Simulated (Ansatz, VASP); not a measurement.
## NbP: VASP beside Ansatz

```
Nb P
1.0
    -3.34705    0.00000    0.00000
     0.00000   -3.34705    0.00000
     0.00000    0.00000   11.42796
Nb P
4 4
Direct
  0.00000 0.00000 0.75003
  0.50000 0.50000 0.25003
  0.50000 0.00000 0.50003
  0.00000 0.50000 0.00003
  0.50000 0.50000 0.83259
  0.00000 0.00000 0.33259
  0.00000 0.50000 0.58259
  0.50000 0.00000 0.08259
```

Alike in both runs: task single point; functional PBE; k mesh 14 × 14 × 4; occupations gaussian, width 0.15 eV; no spin polarisation.

|  | VASP | Ansatz |
| --- | --- | --- |
| version | VASP 6.6.1 | Ansatz 0.2.0 |
| potentials or method | VASP PAW PBE potentials, release 64 (Nb_sv, P), cutoff 520 eV | scalar-relativistic, plane waves, PAW |
| valence electrons in the cell | 72 | 72 |

|  | VASP | Ansatz | Ansatz less VASP |
| --- | --- | --- | --- |
| gap on the k mesh at the Fermi level (eV) | none | none | - |
| pressure (GPa) | -0.4 | 0.0 | +0.39 |
| traceless stress, the component that is largest in VASP (GPa) | 0.05 | 0.03 | -0.022 |

A gap of «none» marks a metal or a gap that the smearing closes. With one functional, cell and mesh, what is left measures potentials, basis and numerics.
